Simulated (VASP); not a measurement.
Crystal: Ge.

```
Ge
1.0
    -1.53278    1.64582    1.91760
     1.53278   -1.64582    1.91760
     1.53278    1.64582   -1.91760
Ge
1
Direct
  0.00000 0.50000 0.50000
```

- Program: VASP 6.6.1
- Task: relaxation of cell and atoms
- Functional: PBE
- Potentials or basis: VASP PAW PBE potentials, release 64 (Ge_d)
- Cutoff: 600 eV
- k mesh: 24 × 24 × 24
- Occupations: gaussian, width 0.1 eV
- Spin: no spin polarisation

At the start: pressure 0.3 GPa; volume 19.35 Å³/atom.

**Question.** Where does the relaxation end?

**Answer.** Over 17 steps the energy falls by 2.7 meV/atom and the volume is 19.45 Å³/atom (+0.5 %); space group I4/mmm (No. 139, to 0.05 Å).

The path:
```
step  energy change (eV)  largest force (eV/Å)  pressure (GPa)  volume (Å³)
   1              0.0000                0.0000            0.26        19.35
   2             -0.0003                0.0000           -0.37        19.44
   3             -0.0003                0.0000            0.09        19.44
   4             -0.0004                0.0000            0.09        19.45
   5             -0.0008                0.0000            0.04        19.50
   6             -0.0014                0.0000           -0.49        19.58
   7             -0.0015                0.0000           -1.07        19.75
   8             -0.0017                0.0000           -0.75        19.66
   9             -0.0018                0.0000           -0.77        19.66
  10             -0.0019                0.0000           -0.73        19.64
  11             -0.0022                0.0000           -0.65        19.60
  12             -0.0026                0.0000           -0.46        19.53
  13             -0.0026                0.0000           -0.34        19.51
  14             -0.0026                0.0000           -0.24        19.48
  15             -0.0026                0.0000           -0.24        19.49
  16             -0.0027                0.0000           -0.14        19.47
  17             -0.0027                0.0000           -0.05        19.45
```

Final structure:
```
Ge
1.0
    -1.61130    1.60833    1.87652
     1.61130   -1.60833    1.87652
     1.61130    1.60833   -1.87652
Ge
1
Direct
  0.00000 0.50000 0.50000
```
